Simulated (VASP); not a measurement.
Cd:

```
Cd
1.0
     0.00000    3.07726    3.07726
     3.07726    0.00000    3.07726
     3.07726    3.07726    0.00000
Cd
2
Direct
  0.12500 0.12500 0.12500
  0.87500 0.87500 0.87500
```

This isn't the form of Cd at room conditions, which is hcp.

```yaml
Program: VASP 6.6.1
Task: relaxation of cell and atoms
Functional: PBEsol
Potentials_or_basis: VASP PAW PBE potentials, release 64 (Cd_sv_GW)
Cutoff: 630 eV
k_mesh: 9 × 9 × 9
Occupations: fermi-dirac, width 0.1 eV
Spin: no spin polarisation
```

At the start: pressure 4.6 GPa; volume 29.14 Å³/atom.

Problem. How do energy, volume and symmetry change on relaxing?

Solution. Over 3 steps the energy falls by 44.7 meV/atom and the volume is 32.54 Å³/atom (+11.7 %); space group Fd-3m (No. 227, to 0.1 Å) before and after.

Step by step:
```tsv
step	energy change (eV)	largest force (eV/Å)	pressure (GPa)	volume (Å³)
1	0.0000	0.0000	4.62	58.28
2	-0.0889	0.0000	-0.28	65.66
3	-0.0894	0.0000	0.02	65.07
```

Final structure:
```yaml
crystal:
  lattice:
    - [0.00000, 3.19242, 3.19242]
    - [3.19242, 0.00000, 3.19242]
    - [3.19242, 3.19242, 0.00000]
  atoms:
    - { symbol: Cd, position: [0.12500, 0.12500, 0.12500] }
    - { symbol: Cd, position: [0.87500, 0.87500, 0.87500] }
```

Caveat: the PAW data sets were made with another functional, which shifts forces and pressure a little.
